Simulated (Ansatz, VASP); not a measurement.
**BN in VASP and in Ansatz**

```xyz
4
Lattice="2.5005 0.0000 0.0000 -1.2503 2.1655 0.0000 0.0000 0.0000 6.5264" Properties=species:S:1:pos:R:3 pbc="T T T"
B     0.0000    1.4437    1.6316
B     1.2503    0.7218    4.8948
N     1.2503    0.7218    1.6316
N     0.0000    1.4437    4.8948
```

Alike in both runs: functional r2SCAN; dispersion rVV10; k mesh 12 × 12 × 4; no spin polarisation.

Ansatz relaxed the structure, and its values are those at the end. VASP's run is a single point on that final structure, the one shown.

|  | VASP | Ansatz |
| --- | --- | --- |
| version | VASP 6.6.1 | Ansatz 0.2.0 |
| potentials or method | VASP PAW PBE potentials, release 64 (B, N), cutoff 520 eV | scalar-relativistic, plane waves, PAW |
| occupations | gaussian, width 0.01 eV | fixed |
| valence electrons in the cell | 16 | 16 |

|  | VASP | Ansatz | Ansatz less VASP |
| --- | --- | --- | --- |
| gap on the k mesh at the Fermi level (eV) | 4.80 | 4.77 | -0.039 |
| least direct gap on the mesh (eV) | 5.22 | 5.18 | -0.036 |
| pressure (GPa) | 0.4 | 0.0 | -0.43 |

VASP's potentials were made for PBE, not for r2SCAN.
